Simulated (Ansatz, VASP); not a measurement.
**MgO in VASP and in Ansatz**

```
CELL_PARAMETERS angstrom
0.00000 2.12298 2.12298
2.12298 0.00000 2.12298
2.12298 2.12298 0.00000
ATOMIC_POSITIONS crystal
Mg 0.00000 0.00000 0.00000
O 0.50000 0.50000 0.50000
```

Alike in both runs: task single point; functional r2SCAN; k mesh 10 × 10 × 10; occupations gaussian, width 0.02 eV; no spin polarisation.

|  | VASP | Ansatz |
| --- | --- | --- |
| version | VASP 6.6.1 | Ansatz 0.2.0 |
| potentials or method | VASP PAW PBE potentials, release 64 (Mg_sv, O), cutoff 660 eV | scalar-relativistic, plane waves, PAW |
| valence electrons in the cell | 16 | 16 |

```tsv
	VASP	Ansatz	Ansatz less VASP
gap on the k mesh at the Fermi level (eV)	5.42	5.39	-0.029
least direct gap on the mesh (eV)	5.42	5.39	-0.029
pressure (GPa)	-4.7	-4.6	+0.10
```

VASP's potentials were made for PBE, not for r2SCAN. The functional is the same, so the differences come from potentials, cutoffs and numerics.
